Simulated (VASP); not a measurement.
Write the native input for VASP 6.6.1 that does the following.

* Task: relaxation of cell and atoms
* Functional: PBEsol
* Potentials or basis: VASP PAW PBE potentials, release 64 (V_sv, N)
* Cutoff: 600 eV
* k mesh: 12 × 12 × 6
* Occupations: gaussian, width 0.1 eV
* Spin: no spin polarisation
* Dipole correction: no
* Further INCAR settings: ALGO = Normal; EDIFF = 1e-07; IBRION = 2; EDIFFG = -0.005; NSW = 100; ISIF = 3

The structure of V2N3 lies in POSCAR:

```
V2N3
1.0
    2.7803734928      0.0000000000      0.0000000000
   -1.3901867464      2.4078740768      0.0000000000
    0.0000000000      0.0000000000      6.1979242968
V N
2 3
Direct
    0.6666666667      0.3333333333      0.3020533532
    0.3333333333      0.6666666667      0.6979466468
    0.0000000000      0.0000000000      0.5000000000
    0.0000000000      0.0000000000      0.1074274127
    0.0000000000      0.0000000000      0.8925725873
```

These files were run (other wordings do the same):

INCAR

```
PREC = Accurate ; ENCUT = 600
EDIFF = 1E-7 ; ISMEAR = 0
SIGMA = 0.1 ; LREAL = F
LASPH = T ; NELM = 60
ALGO = Normal ; ISIF = 3
LWAVE = F ; LCHARG = F
GGA = PS ; IBRION = 2
NSW = 100 ; EDIFFG = -0.005
```

KPOINTS

```
Automatic mesh
0
Gamma
  12 12 6
```

Potentials or basis: VASP PAW PBE potentials, release 64 (V_sv, N).

The run is started by

```sh
$ cat potpaw_PBE.64/V_sv/POTCAR potpaw_PBE.64/N/POTCAR > POTCAR
$ mpirun -np 1 vasp_std > vasp.out
```

Results of the run:

- Relaxed volume: 8.30 Å³/atom
- Relaxed cell: a = 2.781 Å, b = 2.781 Å, c = 6.201 Å, α = 90.00°, β = 90.00°, γ = 120.00°
- Space group after relaxing (to 0.1 Å): P-3m1 (No. 164)
- Energy gained by relaxing: 0.0 meV/atom
- Ionic steps: 3
- Pressure after relaxing: 0.0 GPa
- Largest force after relaxing: 0.003 eV/Å
- Band gap on the k mesh: zero (an odd number of electrons rules out a gap without spin polarisation)

Caveat: the PAW data sets were made with another functional, which shifts forces and pressure a little; the run has no spin polarisation, though such a crystal can be magnetic.

Wall time 110 s on 1 thread of Intel(R) Xeon(R) 6975P-C (Granite Rapids), with other jobs on the host, peak memory 0.25 GiB.
